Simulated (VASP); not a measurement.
Runs of VASP 6.6.1 on ZrB. The structure is that of space group Fm-3m (No. 225), or close to it. The cells are those of the table. 

```csv
task,cell,gap on the mesh (eV),pressure (GPa)
single point,"a = 3.416 Å, angles 60.0°, 2 atoms",none,0.4
relaxation of cell and atoms,"relaxed to 5 GPa from a = 3.474 Å, angles 60.0°, 2 atoms",none,4.6
single point,"a = 3.386 Å, angles 60.0°, 2 atoms",none,(a)
relaxation of cell and atoms,"relaxed to 20 GPa from a = 3.474 Å, angles 60.0°, 2 atoms",none,19.5
single point,"a = 3.311 Å, angles 60.0°, 2 atoms",none,20.5
single point,"a = 3.359 Å, angles 60.0°, 2 atoms",none,10.4
relaxation of cell and atoms,"relaxed to 10 GPa from a = 3.474 Å, angles 60.0°, 2 atoms",none,9.9
relaxation of cell and atoms,"relaxed from a = 3.474 Å, angles 60.0°, 2 atoms",none,-0.1
```

Alike in all rows: level LDA; potentials or basis VASP PAW LDA potentials, release 64 (Zr_sv, B); no spin polarisation; k mesh 12 × 12 × 12; cutoff (eV) 500; smearing methfessel-paxton 0.1 eV.

Task: Estimate the missing entries.

Result: (a) 5.4.

Caveats: the cell is relaxed towards a set pressure, so the enthalpy falls and the energy may rise (some runs).

A k mesh can miss the band edges, and the runs leave out spin-orbit coupling on Zr.

A gap of «none» marks levels without a gap at the run's occupations.
